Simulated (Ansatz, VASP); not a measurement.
Hf in VASP and in Ansatz

Contents of INCAR:

```
SYSTEM = Hf
PREC = Accurate ; ENCUT = 520
EDIFF = 1E-6 ; ISMEAR = 0
SIGMA = 0.15 ; LREAL = .FALSE.
LASPH = .TRUE. ; NELM = 60
ALGO = Fast ; ISIF = 2
LWAVE = .FALSE. ; LCHARG = .FALSE.
GGA = PS ; NBANDS = 17
```

The input KPOINTS:

```
regular mesh
0
G
  18 18 10
  0 0 0
```

Contents of POSCAR:

```
Hf
1.0
    3.1966985242      0.0000000000      0.0000000000
   -1.5983492621      3.0452643432      0.0000000000
    0.0000000000      0.0000000000      5.0578000000
Hf
2
Direct
    0.3333333333      0.6666666667      0.2500000000
    0.6666666667      0.3333333333      0.7500000000
```

Input for Ansatz:

```yaml
crystal:
  lattice:
    - [3.1966985242, 0.0, 0.0]
    - [-1.5983492621, 3.0452643432, 0.0]
    - [0.0, 0.0, 5.0578]
  atoms:
    - { symbol: Hf, position: [0.3333333333, 0.6666666667, 0.25] }
    - { symbol: Hf, position: [0.6666666667, 0.3333333333, 0.75] }
basis:
  ecutwfc: 420
kpoints:
  mp_grid: { grid: [18, 18, 10] }
hamiltonian:
  xc: pbesol
scf:
  occupations: { method: gaussian, width: 0.15 }
output:
  forces: true
  stress: true
  eigenvalues: true
  write_density: true
  write_potential: true
  elf: true
  volumetric_format: npy
```

Change from the starting cell: strain +0.1000 x Voigt [0, 1, 0, 0, 0, 0], atoms carried along.

Alike in both runs: task single point; functional PBEsol; k mesh 18 × 18 × 10; occupations gaussian, width 0.15 eV; no spin polarisation.

|  | VASP | Ansatz |
| --- | --- | --- |
| version | VASP 6.6.1 | Ansatz 0.2.0 |
| potentials or method | VASP PAW PBE potentials, release 64 (Hf_pv), cutoff 520 eV | scalar-relativistic, plane waves, PAW |
| valence electrons in the cell | 20 | 52 |

|  | VASP | Ansatz | Ansatz less VASP |
| --- | --- | --- | --- |
| gap on the k mesh at the Fermi level (eV) | none | none | - |
| pressure (GPa) | -11.7 | -11.4 | +0.34 |
| traceless stress, the component that is largest in VASP (GPa) | -5.12 | -5.14 | -0.026 |
| rms of the force components (eV/Å) | 0.108 | 0.111 | +0.0023 |

VASP's potentials were made for PBE, not for PBEsol. Atom by atom the forces differ by 0.002 eV/Å (rms over components). A gap of «none» marks a metal or a gap that the smearing closes. VASP's potentials hold 20 valence electrons a cell and Ansatz's 52, so a difference there can come from the potentials and not from the codes.

Spin-orbit coupling is off throughout.
